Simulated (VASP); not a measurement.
Wanted: the native input for a VASP 6.6.1 run.

- Task: single point
- Functional: PBE
- Potentials or basis: VASP PAW PBE potentials, release 64 (B, N)
- Cutoff: 520 eV
- k mesh: 12 × 12 × 4
- Occupations: methfessel-paxton, width 0.01 eV
- Spin: no spin polarisation
- Dipole correction: no
- Further INCAR settings: ALGO = Normal; EDIFF = 1e-07; NBANDS = 16

The structure of BN lies in POSCAR:

```
BN
1.0
    2.5193955271      0.0022002932      0.0000000000
   -1.2577922538      2.1741727958      0.0000000000
    0.0000000000      0.0000000000      6.6918948112
B N
2 2
Direct
    0.3342721099      0.6676174572      0.2500000000
    0.6657278901      0.3323825428      0.7500000000
    0.3319634599      0.6652832950      0.7500000000
    0.6680365401      0.3347167050      0.2500000000
```

The input as run:

INCAR

```
SYSTEM = BN
  ALGO = Normal
  EDIFF = 1E-7
  ENCUT = 520
  GGA = PE
  ISIF = 2
  ISMEAR = 1
  LASPH = .TRUE.
  LCHARG = .FALSE.
  LREAL = .FALSE.
  LWAVE = .FALSE.
  NBANDS = 16
  NELM = 80
  PREC = Accurate
  SIGMA = 0.01
```

KPOINTS

```
k-points
0
G
  12 12 4
  0 0 0
```

Potentials or basis: VASP PAW PBE potentials, release 64 (B, N).

The run is started by

```bash
$ cat potpaw_PBE.64/B/POTCAR potpaw_PBE.64/N/POTCAR > POTCAR
$ mpirun -np 1 vasp_std > vasp.out
```

Results of the run:

- Pressure: 0.0 GPa
- Largest force: 0.003 eV/Å
- Band gap on the k mesh: 4.26 eV, indirect (least direct gap 4.61 eV)

Caveat: this functional lacks dispersion, which binds the layers, so the pressure and a relaxed spacing across them are unreliable.

Run time: 3.1 min on 1 thread of Intel Xeon 6975P-C (shared host), peak memory 0.23 GiB.
